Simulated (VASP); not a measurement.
# Ag3Sb2 (P-62m) in VASP: single point with PBE

Aim: the single point of Ag3Sb2 with PBE.

Program: VASP 6.6.1. These are calculated values, not measurements. Logs are shortened: lines on timing, memory, paths and dates and some standing lists are left out, and cuts for length are marked.

### Step 1. The cell of the first run

Symmetry: P-62m, No. 189, hexagonal system. The conventional cell has a = 5.171 Å, b = 5.171 Å, c = 5.242 Å, α = 90.00°, β = 90.00°, γ = 120.00°. Ag (site symmetry m2m) has 6 Ag at 2.98 to 3.00 Å and 4 Sb at 3.14 Å within 3.9 Å. Within 3.9 Å of Sb (site symmetry -6) lie 3 Sb at 2.99 Å and 6 Ag at 3.14 Å.

The cell was generated, and may not be a known phase.

### Step 2. Single point, PBE

INCAR

```
SYSTEM = Ag3Sb2
  PREC = Accurate
  ENCUT = 500
  EDIFF = 1E-6
  ISMEAR = 0
  SIGMA = 0.2
  LREAL = .FALSE.
  LASPH = .TRUE.
  NELM = 120
  ALGO = Normal
  ISIF = 2
  LWAVE = .FALSE.
  LCHARG = .FALSE.
  GGA = PE
  NBANDS = 30
  GGA_COMPAT = .FALSE.
```

KPOINTS

```
regular mesh
0
G
  4 4 3
  0 0 0
```

POSCAR

```
Ag3Sb2
1.0
    5.1706713142     -0.0000000033      0.0000000000
   -2.5853356543      4.4779327144      0.0000000000
    0.0000000000      0.0000000000      5.2422123210
Ag Sb
3 2
Direct
    0.3346723631      0.0000000000      0.0000000000
    0.0000000000      0.3346723631      0.0000000000
    0.6653276369      0.6653276369      0.0000000000
    0.3333333333      0.6666666667      0.5000000000
    0.6666666667      0.3333333333      0.5000000000
```

Potentials or basis: VASP PAW PBE potentials, release 64 (Ag, Sb).

On the command line:

```console
cat potpaw_PBE.64/Ag/POTCAR potpaw_PBE.64/Sb/POTCAR > POTCAR
mpirun -np 1 vasp_std > vasp.out
```

OUTCAR:

```text
SYSTEM = Ag3Sb2
   PREC = Accurate
   ENCUT = 500
   EDIFF = 1E-6
   ISMEAR = 0
   LREAL = .FALSE.
   LASPH = .TRUE.
   NELM = 120
   ISIF = 2
   GGA = PE

 ion  position               nearest neighbor table
   1  0.335  0.000  0.000-   2 2.98   2 2.98   3 2.98   3 2.98   3 3.00   2 3.00   4 3.14   4 3.14
                             5 3.14   5 3.14
   2  0.000  0.335  0.000-   3 2.98   1 2.98   1 2.98   3 2.98   3 3.00   1 3.00   5 3.14   5 3.14
                             4 3.14   4 3.14
   3  0.665  0.665  0.000-   2 2.98   2 2.98   1 2.98   1 2.98   1 3.00   2 3.00   4 3.14   4 3.14
                             5 3.14   5 3.14
   4  0.333  0.667  0.500-   5 2.99   5 2.99   5 2.99   1 3.14   1 3.14   2 3.14   2 3.14   3 3.14
                             3 3.14
   5  0.667  0.333  0.500-   4 2.99   4 2.99   4 2.99   2 3.14   2 3.14   1 3.14   1 3.14   3 3.14
                             3 3.14

  LATTYP: Found a hexagonal cell.
 ALAT       =     5.1706713142
 C/A-ratio  =     1.0138359223

  Lattice vectors:

 A1 = (   5.1706713142,  -0.0000000033,   0.0000000000)
 A2 = (  -2.5853356543,   4.4779327144,   0.0000000000)
 A3 = (   0.0000000000,   0.0000000000,   5.2422123210)

Analysis of symmetry for initial positions (statically):
=====================================================================
 Subroutine PRICEL returns:
 Original cell was already a primitive cell.

 Routine SETGRP: Setting up the symmetry group for a
 hexagonal supercell.

 Subroutine GETGRP returns: Found 12 space group operations
 (whereof 12 operations were pure point group operations)
 out of a pool of 24 trial point group operations.

The static configuration has the point symmetry D_3h.

Analysis of symmetry for dynamics (positions and initial velocities):
=====================================================================
 Subroutine PRICEL returns:
 Original cell was already a primitive cell.

 Routine SETGRP: Setting up the symmetry group for a
 hexagonal supercell.

 Subroutine GETGRP returns: Found 12 space group operations
 (whereof 12 operations were pure point group operations)
 out of a pool of 24 trial point group operations.

The dynamic configuration has the point symmetry D_3h.

 Subroutine INISYM returns: Found 12 space group operations
 (whereof 12 operations are pure point group operations),
 and found     1 'primitive' translations

----------------------------------------------------------------------------------------

                                     Primitive cell

  volume of cell :     121.3778

  direct lattice vectors                    reciprocal lattice vectors
     5.170671314 -0.000000003  0.000000000     0.193398485  0.111658667  0.000000000
    -2.585335654  4.477932714  0.000000000     0.000000000  0.223317335  0.000000000
     0.000000000  0.000000000  5.242212321     0.000000000  0.000000000  0.190759156

  length of vectors
     5.170671314  5.170671314  5.242212321     0.223317335  0.223317335  0.190759156

  position of ions in fractional coordinates (direct lattice)
     0.334672363  1.000000000  0.000000000
     1.000000000  0.334672363  0.000000000
     0.665327637  0.665327637  0.000000000
     0.333333333  0.666666667  0.500000000
     0.666666667  0.333333333  0.500000000

  ion indices of the primitive-cell ions
   primitive index   ion index
                 1           1
                 2           2
                 3           3
                 4           4
                 5           5

----------------------------------------------------------------------------------------

 KPOINTS: regular mesh

Automatic generation of k-mesh.
 Grid dimensions read from file:
 generate k-points for:    4    4    3

 Generating k-lattice:

  Cartesian coordinates                     Fractional coordinates (reciprocal lattice)
     0.048349621  0.027914667  0.000000000     0.250000000 -0.000000000  0.000000000
     0.000000000  0.055829334  0.000000000    -0.000000000  0.250000000  0.000000000
     0.000000000  0.000000000  0.063586385     0.000000000  0.000000000  0.333333333

  Length of vectors
     0.055829334  0.055829334  0.063586385

  Shift w.r.t. Gamma in fractional coordinates (k-lattice)
     0.000000000  0.000000000  0.000000000

 Subroutine IBZKPT returns following result:
 ===========================================

 Found      8 irreducible k-points:

 Following reciprocal coordinates:
            Coordinates               Weight
  0.000000  0.000000  0.000000      1.000000
  0.250000 -0.000000  0.000000      6.000000
  0.500000 -0.000000  0.000000      3.000000
  0.250000  0.250000  0.000000      6.000000
  0.000000  0.000000  0.333333      2.000000
  0.250000 -0.000000  0.333333     12.000000
  0.500000 -0.000000  0.333333      6.000000
  0.250000  0.250000  0.333333     12.000000
   k-points           NKPTS =      8   k-points in BZ     NKDIM =      8   number of bands    NBANDS=     30
   number of dos      NEDOS =    301   number of ions     NIONS =      5
   total plane-waves  NPLWV =  64000
   dimension x,y,z NGX =    40 NGY =   40 NGZ =   40
   dimension x,y,z NGXF=    80 NGYF=   80 NGZF=   80
   ions per type =               3   2
   NGX,Y,Z   is equivalent  to a cutoff of  12.86, 12.86, 12.69 a.u.
   NGXF,Y,Z  is equivalent  to a cutoff of  25.72, 25.72, 25.37 a.u.
 SYSTEM =  Ag3Sb2
   PREC   = accura    normal or accurate (medium, high low for compatibility)
   ISTART =      0    job   : 0-new  1-cont  2-samecut
   ICHARG =      2    charge: 1-file 2-atom 10-const
   ISPIN  =      1    spin polarized calculation?
   LNONCOLLINEAR =      F non collinear calculations
   LSORBIT =      F    spin-orbit coupling
   LASPH  =      T    aspherical Exc in radial PAW
   ENCUT  =  500.0 eV  36.75 Ry    6.06 a.u.   9.43  9.43  9.56*2*pi/ulx,y,z
   NELM   =    120;   NELMIN=  2; NELMDL= -5     # of ELM steps
   EDIFF  = 0.1E-05   stopping-criterion for ELM
   LREAL  =      F    real-space projection
   EDIFFG = 0.1E-04   stopping-criterion for IOM
   NSW    =      0    number of steps for IOM
   IBRION =     -1    ionic relax: 0-MD 1-quasi-New 2-CG
   NFREE  =      0    steps in history (QN), initial steepest desc. (CG)
   ISIF   =      2    stress and relaxation
   ISYM   =      2    0-nonsym 1-usesym 2-fastsym
   POTIM  = 0.5000    time-step for ionic-motion
   TEBEG  =    0.0;   TEEND  =   0.0 temperature during run
   PSTRESS=    0.0 pullay stress
   NELECT =      43.0000    total number of electrons
   NUPDOWN=      -1.0000    fix difference up-down
   EMIN   =  10.00;   EMAX   =-10.00  energy-range for DOS
   EFERMI =   0.00;   METHOD = LEGACY
   ISMEAR =     0;   SIGMA  =   0.20  broadening in eV -4-tet -1-fermi 0-gaus
   EFERMI_NEDOS =   21; number of points for ismear=-14 and -15
   IALGO  =     38    algorithm
   IMIX   =      4    mixing-type and parameters
     AMIX     =   0.40;   BMIX     =  1.00
     AMIX_MAG =   1.60;   BMIX_MAG =  1.00
  volume/ion in A,a.u.               =      24.28       163.82
  Fermi-wavevector in a.u.,A,eV,Ry     =   1.158381  2.189022 18.256919  1.341846
  Thomas-Fermi vector in A             =   2.294983
   LORBIT       =      0    0 simple, 1 ext, 2 COOP (PROOUT), +10 PAW based schemes
   GGA     = PE    functional components
   LHFCALC =     F    Hartree Fock is set to
   AEXX    =    0.0000 exact exchange contribution
   IVDW    =     0    specifies the selected vdW correction
   LEPSILON=     F    determine dielectric tensor
   LRPA    =     F    only Hartree local field effects (RPA)
 non-spin polarized calculation
 Gauss-broadening in eV      SIGMA  =   0.20
  energy-cutoff  :      500.00
  volume of cell :      121.38
 maximum number of plane-waves:      3098
 NGX is ok and might be reduce to    40
   NGX = 19   NGY = 19   NGZ = 19

 number of electron      43.0000012 magnetization

 Free energy of the ion-electron system (eV)
  ---------------------------------------------------
  ext. energy  EPLUGINS =         0.00000000
  ---------------------------------------------------
  free energy    TOTEN  =       -15.52076114 eV

  energy without entropy =      -15.48402098  energy(sigma->0) =      -15.50239106

 E-fermi :   6.9738     XC(G=0): -10.2937

 val. band max:        6.8713579118   @ k =   0.5000  -0.0000   0.0000
 cond. band min:       7.0226013042   @ k =   0.2500   0.2500   0.0000
 fundamental gap:      0.1512433924
 Fermi energy:         6.9738416963

 k-point     1 :       0.0000    0.0000    0.0000
  band No.  band energies     occupation
      1      -4.8078      2.00000
      2       0.0385      2.00000
      3       1.1341      2.00000
      4       1.8036      2.00000
      5       1.9274      2.00000
      6       2.0483      2.00000
[... 22 lines left out ...]
     29      12.3526      0.00000
     30      12.3526      0.00000

 k-point     2 :       0.2500   -0.0000    0.0000
  band No.  band energies     occupation
      1      -4.4320      2.00000
      2      -1.2100      2.00000
      3       1.4718      2.00000
      4       1.5776      2.00000
      5       1.5865      2.00000
      6       1.7244      2.00000
[... 22 lines left out ...]
     29      12.5346      0.00000
     30      12.9381      0.00000

 k-point     3 :       0.5000   -0.0000    0.0000
  band No.  band energies     occupation
      1      -3.7280      2.00000
      2      -2.4858      2.00000
      3       1.2007      2.00000
      4       1.4561      2.00000
      5       1.6619      2.00000
      6       1.7809      2.00000
[... 22 lines left out ...]
     29      12.3639      0.00000
     30      13.1882      0.00000

 k-point     4 :       0.2500    0.2500    0.0000
  band No.  band energies     occupation
      1      -3.7537      2.00000
      2      -2.4157      2.00000
      3       1.2675      2.00000
      4       1.4739      2.00000
      5       1.5111      2.00000
      6       1.5826      2.00000
[... 22 lines left out ...]
     29      13.8642      0.00000
     30      14.1429      0.00000

 k-point     5 :       0.0000    0.0000    0.3333
  band No.  band energies     occupation
      1      -4.6086      2.00000
      2      -0.1639      2.00000
      3       0.4811      2.00000
      4       1.6934      2.00000
      5       1.9225      2.00000
      6       1.9225      2.00000
[... 22 lines left out ...]
     29      11.1665      0.00000
     30      11.7198      0.00000

 k-point     6 :       0.2500   -0.0000    0.3333
  band No.  band energies     occupation
      1      -4.2523      2.00000
      2      -1.2352      2.00000
      3       0.9031      2.00000
      4       1.5600      2.00000
      5       1.7229      2.00000
      6       1.8854      2.00000
[... 22 lines left out ...]
     29      12.9258      0.00000
     30      13.7750      0.00000

 k-point     7 :       0.5000   -0.0000    0.3333
  band No.  band energies     occupation
      1      -3.5917      2.00000
      2      -2.3955      2.00000
      3       1.1712      2.00000
      4       1.5426      2.00000
      5       1.5783      2.00000
      6       1.9831      2.00000
[... 22 lines left out ...]
     29      13.4800      0.00000
     30      14.6717      0.00000

 k-point     8 :       0.2500    0.2500    0.3333
  band No.  band energies     occupation
      1      -3.6109      2.00000
      2      -2.3469      2.00000
      3       1.2642      2.00000
      4       1.3571      2.00000
      5       1.5248      2.00000
      6       1.6585      2.00000
[... 22 lines left out ...]
     29      12.5607      0.00000
     30      14.1699      0.00000

------------------------ aborting loop because EDIFF is reached ----------------------------------------

  FORCE on cell =-STRESS in cart. coord.  units (eV):
  Direction    XX          YY          ZZ          XY          YZ          ZX
  --------------------------------------------------------------------------------------
  -------------------------------------------------------------------------------------
  Total        0.4185967      0.4185967     -0.0688229     -0.0000000     -0.0000000      0.0000000
  in kB        5.5254449      5.5254449     -0.9084572     -0.0000000     -0.0000000      0.0000000
  external PRESSURE =       3.3808109 kB  Pullay stress =       0.0000000 kB

 VOLUME and BASIS-vectors are now :
 -----------------------------------------------------------------------------
  energy-cutoff  :      500.00
  volume of cell :      121.38
      direct lattice vectors                 reciprocal lattice vectors
     5.170671314 -0.000000003  0.000000000     0.193398485  0.111658667  0.000000000
    -2.585335654  4.477932714  0.000000000     0.000000000  0.223317335  0.000000000
     0.000000000  0.000000000  5.242212321     0.000000000  0.000000000  0.190759156

 POSITION                                       TOTAL-FORCE (eV/Angst)
 -----------------------------------------------------------------------------------
      1.73048     -0.00000      0.00000        -0.002498      0.000000      0.000000
     -0.86524      1.49864      0.00000         0.001249     -0.002164      0.000000
      1.72010      2.97929      0.00000         0.001249      0.002164      0.000000
      0.00000      2.98529      2.62111         0.000000      0.000000      0.000000
      2.58534      1.49264      2.62111        -0.000000      0.000000      0.000000
 -----------------------------------------------------------------------------------
    total drift:                               -0.000000     -0.000000     -0.000000

  FREE ENERGIE OF THE ION-ELECTRON SYSTEM (eV)
  ---------------------------------------------------
  free  energy   TOTEN  =       -15.5207611355 eV

  energy  without entropy=      -15.4840209818  energy(sigma->0) =      -15.50239106
```

Run time: 37 s. Hardware: 1 thread of AMD EPYC 7R13, shared host; peak memory 0.21 GiB.

What came out:

```
Free energy            : -15.5208 eV
Pressure               : 0.3 GPa
Band gap on the k mesh : zero (an odd number of electrons rules out a gap without spin polarisation)
```

Forces on the atoms (eV/Å):
```
Ag  -0.002  0.000  0.000
Ag   0.001 -0.002  0.000
Ag   0.001  0.002  0.000
Sb   0.000  0.000  0.000
Sb   0.000  0.000  0.000
```

Stress tensor (GPa, compression positive):
```
 0.55  0.00  0.00
 0.00  0.55  0.00
 0.00  0.00 -0.09
```

Levels at points of the mesh, in eV from the Fermi level:
```tsv
k point	band 17	band 18	band 19	band 20	band 21	band 22	band 23	band 24	band 25	band 26
(0.00, 0.00, 0.00)	-3.82	-3.34	-2.57	-2.57	-2.42	0.35	0.35	2.11	3.13	5.18
(0.50, 0.00, 0.00)	-3.20	-3.13	-2.46	-1.46	-1.06	-0.40	-0.10	2.10	2.47	3.27
```

Caveat: the k points lie up to 0.40 Å⁻¹ apart, too coarse for converged energies and pressures of a metal; spin-orbit coupling is left out, which moves the levels of the heavy elements.

The gap in the log of VASP goes by the Fermi energy; the results here count the filled bands.